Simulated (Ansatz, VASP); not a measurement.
One calculation of Be4ZnTe, two programs

```
Be Zn Te
1.0
     3.77742    0.00000    0.00000
    -1.88871    3.27134    0.00000
     0.00000    0.00000    6.30152
Be Zn Te
4 1 1
Direct
  0.33333 0.66667 0.81390
  0.33333 0.66667 0.18610
  0.66667 0.33333 0.81390
  0.66667 0.33333 0.18610
  0.00000 0.00000 0.00000
  0.00000 0.00000 0.50000
```

Change from the starting cell: species swapped into the TaCrB4 type (P6/mmm, No. 191).

Alike in both runs: functional PBE; k mesh 6 × 6 × 3; occupations gaussian, width 0.2 eV; no spin polarisation.

Ansatz relaxed the structure, and its values are those at the end. VASP's run is a single point on that final structure, the one shown.

|  | VASP | Ansatz |
| --- | --- | --- |
| version | VASP 6.6.1 | Ansatz 0.2.0 |
| potentials or method | VASP PAW PBE potentials, release 64 (Be, Zn, Te), cutoff 600 eV | scalar-relativistic, plane waves, PAW |
| valence electrons in the cell | 26 | 36 |

Ansatz gave:

| Item | Value |
| --- | --- |
| gap on the k mesh at the Fermi level (eV) | none |
| pressure (GPa) | 0.3 |
| rms of the force components (eV/Å) | 0.002 |

**Question.** Estimate VASP's values.

**Answer.** gap on the k mesh at the Fermi level (eV): none; pressure (GPa): 0.4; rms of the force components (eV/Å): 0.005.

A gap of «none» marks a metal or a gap that the smearing closes. VASP's potentials hold 26 valence electrons a cell and Ansatz's 36, so a difference there can come from the potentials and not from the codes.

Spin-orbit coupling is off throughout.
